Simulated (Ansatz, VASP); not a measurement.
BN in VASP and in Ansatz

INCAR

```
SYSTEM = BN
  ALGO = Normal
  EDIFF = 1E-7
  ENCUT = 520
  GGA = PE
  ISIF = 2
  ISMEAR = 0
  IVDW = 12
  LASPH = .TRUE.
  LCHARG = .TRUE.
  LELF = .TRUE.
  LREAL = .FALSE.
  LVHAR = .TRUE.
  LWAVE = .FALSE.
  NBANDS = 16
  NELM = 80
  PREC = Accurate
  SIGMA = 0.05
```

File KPOINTS:

```
k-points
0
G
  12 12 4
  0 0 0
```

File POSCAR:

```
BN
1.0
    2.5061233057      0.0000000000      0.0000000000
   -1.2530616528      2.1703664477      0.0000000000
    0.0000000000      0.0000000000      6.5973571420
B N
2 2
Direct
    0.0884643237      0.1769286474      0.5000000000
    0.3333333333      0.6666666667      0.0000000000
    0.0000000000      0.0000000000      0.0000000000
    0.6666666667      0.3333333333      0.5000000000
```

Input for Ansatz:

```yaml
crystal:
  lattice:
    - [2.5061233057, 0.0, 0.0]
    - [-1.2530616528, 2.1703664477, 0.0]
    - [0.0, 0.0, 6.597357142]
  atoms:
    - { symbol: B, position: [0.0884643237, 0.1769286474, 0.5] }
    - { symbol: B, position: [0.3333333333, 0.6666666667, 0.0] }
    - { symbol: "N", position: [0.0, 0.0, 0.0] }
    - { symbol: "N", position: [0.6666666667, 0.3333333333, 0.5] }
basis:
  ecutwfc: 420
kpoints:
  mp_grid: { grid: [12, 12, 4] }
hamiltonian:
  xc: pbe
  dispersion: d3bj
scf:
  occupations: { method: gaussian, width: 0.05 }
output:
  forces: true
  stress: true
  eigenvalues: true
  write_density: true
  write_potential: true
  elf: true
  volumetric_format: npy
```

Alike in both runs: task single point; functional PBE; dispersion D3(BJ); k mesh 12 × 12 × 4; occupations gaussian, width 0.05 eV; no spin polarisation.

|  | VASP | Ansatz |
| --- | --- | --- |
| version | VASP 6.6.1 | Ansatz 0.2.0 |
| potentials or method | VASP PAW PBE potentials, release 64 (B, N), cutoff 520 eV | scalar-relativistic, plane waves, PAW |
| valence electrons in the cell | 16 | 16 |

VASP gave:

* gap on the k mesh at the Fermi level (eV): 1.72
* least direct gap on the mesh (eV): 3.18
* pressure (GPa): 16.9
* traceless stress, the component that is largest in VASP (GPa): 22.77
* rms of the force components (eV/Å): 2.412

Task: What did Ansatz give for the same quantities?

Result: gap on the k mesh at the Fermi level (eV): 1.74; least direct gap on the mesh (eV): 3.18; pressure (GPa): 17.0; traceless stress, the component that is largest in VASP (GPa): 22.93; rms of the force components (eV/Å): 2.428.

Atom by atom the forces differ by 0.016 eV/Å (rms over components).
